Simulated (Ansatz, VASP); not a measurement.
## Two plane-wave programs on Bi

The input INCAR:

```
SYSTEM = Bi
PREC = Accurate
ENCUT = 520
EDIFF = 1E-7
ISMEAR = -1
SIGMA = 0.05
LREAL = .FALSE.
LASPH = .TRUE.
NELM = 60
ALGO = Normal
ISIF = 2
LWAVE = .FALSE.
LCHARG = .FALSE.
GGA = PS
NBANDS = 14
```

KPOINTS

```
regular mesh
0
G
  8 8 8
  0 0 0
```

POSCAR

```
Bi
1.0
   -1.9814305318      1.9814305318      1.9418019212
    1.9814305318     -1.9814305318      1.9418019212
    1.9814305318      1.9814305318     -1.9418019212
Bi
1
Direct
    0.0000000000      0.0000000000      0.0000000000
```

input.yaml

```yaml
crystal:
  lattice:
    - [-1.9814305318, 1.9814305318, 1.9418019212]
    - [1.9814305318, -1.9814305318, 1.9418019212]
    - [1.9814305318, 1.9814305318, -1.9418019212]
  atoms:
    - { symbol: Bi, position: [0.0, 0.0, 0.0] }
hamiltonian:
  xc: pbesol
  pseudopotentials: { kind: paw }
kpoints:
  mp_grid: { grid: [8, 8, 8] }
  band_path:
    path:
      - [[0.0, 0.0, 0.0], [0.0, 0.0, 0.5], [-0.5, 0.5, 0.5], [0.0, 0.0, 0.0], [0.4901, 0.4901, -0.4901], [0.25, 0.25, 0.25], [0.0, 0.5, 0.0], [-0.4901, 0.5099, 0.4901], [-0.5, 0.5, 0.5]]
      - [[0.0, 0.0, 0.5], [0.25, 0.25, 0.25]]
    npoints: 14
scf:
  occupations: { method: fermi_dirac, width: 0.05 }
  n_extra_bands: 6
output:
  forces: true
  stress: true
  eigenvalues: true
  fatbands: false
```

Alike in both runs: functional PBEsol; k mesh 8 × 8 × 8; occupations fermi-dirac, width 0.05 eV; no spin polarisation.

|  | VASP | Ansatz |
| --- | --- | --- |
| version | VASP 6.6.1 | Ansatz 0.2.0 |
| potentials or method | VASP PAW PBE potentials, release 64 (Bi_d) | Ansatz PAW |
| plane-wave cutoff (eV) | 520 | 420 |
| valence electrons in the cell | 15 | 15 |
| task | single point | band structure |

|  | VASP | Ansatz | Ansatz less VASP |
| --- | --- | --- | --- |
| gap on the k mesh at the Fermi level (eV) | none | none | - |
| pressure (GPa) | -1.2 | -1.1 | +0.06 |
| traceless stress, the component that is largest in VASP (GPa) | 0.49 | 0.49 | -0.001 |

VASP's potentials were made for PBE, not for PBEsol. A gap of «none» marks a metal or a gap that the smearing closes.

Neither program's run includes spin-orbit coupling.
